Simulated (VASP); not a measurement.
Input of a VASP 6.6.1 run:

INCAR

```
SYSTEM = GaN
  PREC = Accurate
  ENCUT = 600
  EDIFF = 1E-7
  ISMEAR = -1
  SIGMA = 0.02
  LREAL = .False.
  LASPH = .True.
  NELM = 80
  ALGO = Normal
  ISIF = 3
  LWAVE = .False.
  LCHARG = .False.
  GGA = PE
  IBRION = 2
  NSW = 80
  EDIFFG = -0.005
```

Contents of KPOINTS:

```
Automatic mesh
0
Gamma
  12 12 6
  0 0 0
```

The input POSCAR:

```
GaN
1.0
    2.9709044594      0.0000000000      0.0000000000
   -1.4854522297      2.5728787340      0.0000000000
    0.0000000000      0.0000000000      4.8514869821
Ga N
2 2
Direct
    0.3333333333      0.6666666667      0.0000000000
    0.6666666667      0.3333333333      0.5000000000
    0.3333333333      0.6666666667      0.3750000000
    0.6666666667      0.3333333333      0.8750000000
```

Potentials or basis: VASP PAW PBE potentials, release 64 (Ga_d, N).

Command:

```console
$ cat potpaw_PBE.64/Ga_d/POTCAR potpaw_PBE.64/N/POTCAR > POTCAR
$ mpirun -np 1 vasp_std > vasp.out
```

Q: Predict the relaxed volume.

A: 11.76 Å³/atom.

Q: Predict the space group after relaxing (to 0.1 Å).

A: P6_3mc (No. 186).

Q: Estimate the band gap on the k mesh.

A: 1.71 eV.

Q: What does it give for the relaxed cell?

A: a = 3.219 Å, b = 3.219 Å, c = 5.244 Å, α = 90.00°, β = 90.00°, γ = 120.00°.

The path:
```tsv
step	energy change (eV)	largest force (eV/Å)	pressure (GPa)	volume (Å³)
1	0.0000	0.0484	67.96	37.08
2	-0.0801	0.0574	-26.63	62.45
3	-1.7112	0.0402	-1.95	47.61
4	-1.7144	0.0398	-0.54	47.21
5	-1.7146	0.0395	0.24	46.99
6	-1.7150	0.0195	0.25	46.99
7	-1.7151	0.0040	0.25	46.99
8	-1.7151	0.0020	-0.24	47.12
9	-1.7151	0.0009	0.00	47.06
```

Caveat: the volume moved by over 15 % at a fixed basis, so the end points are rough.
